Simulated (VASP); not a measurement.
Wanted: the native input for a VASP 6.6.1 run.

```
Task                   : single point
Functional             : PBE
Potentials or basis    : VASP PAW PBE potentials, release 64 (Zn, O_h)
Cutoff                 : 1340 eV
k mesh                 : 9 × 9 × 5
Occupations            : gaussian, width 0.1 eV
Spin                   : no spin polarisation
Dipole correction      : no
Further INCAR settings : ALGO = Normal; EDIFF = 1e-06; NBANDS = 26
```

The structure of ZnO lies in POSCAR:

```
ZnO
1.0
    3.2493080000      0.0000000000      0.0000000000
   -1.6246540000      2.8139832727      0.0000000000
    0.0000000000      0.0000000000      5.2057090000
Zn O
2 2
Direct
    0.6666666667      0.3333333333      0.0000000000
    0.3333333333      0.6666666667      0.5000000000
    0.3333333333      0.6666666667      0.8790100000
    0.6666666667      0.3333333333      0.3790100000
```

These files were run (other wordings do the same):

INCAR

```
PREC = Accurate ; ENCUT = 1340
EDIFF = 1E-6 ; ISMEAR = 0
SIGMA = 0.1 ; LREAL = False
LASPH = True ; NELM = 120
ALGO = Normal ; ISIF = 2
LWAVE = False ; LCHARG = False
GGA = PE ; NBANDS = 26
GGA_COMPAT = False
```

KPOINTS

```
regular mesh
0
Gamma
  9 9 5
```

Potentials or basis: VASP PAW PBE potentials, release 64 (Zn, O_h).

The run is started by

```sh
$ cat potpaw_PBE.64/Zn/POTCAR potpaw_PBE.64/O_h/POTCAR > POTCAR
$ mpirun -np 1 vasp_std > vasp.out
```

Results of the run:

| Property | Result |
| --- | --- |
| Pressure | 5.8 GPa |
| Largest force | 0.074 eV/Å |
| Band gap on the k mesh | 0.79 eV |

Caveat: the cell stands under pressure; semilocal functionals underestimate gaps, and a narrow one can read as zero.

Run time: 86 s on 1 thread of Intel(R) Xeon(R) 6975P-C (Granite Rapids) (shared host), peak memory 0.39 GiB.
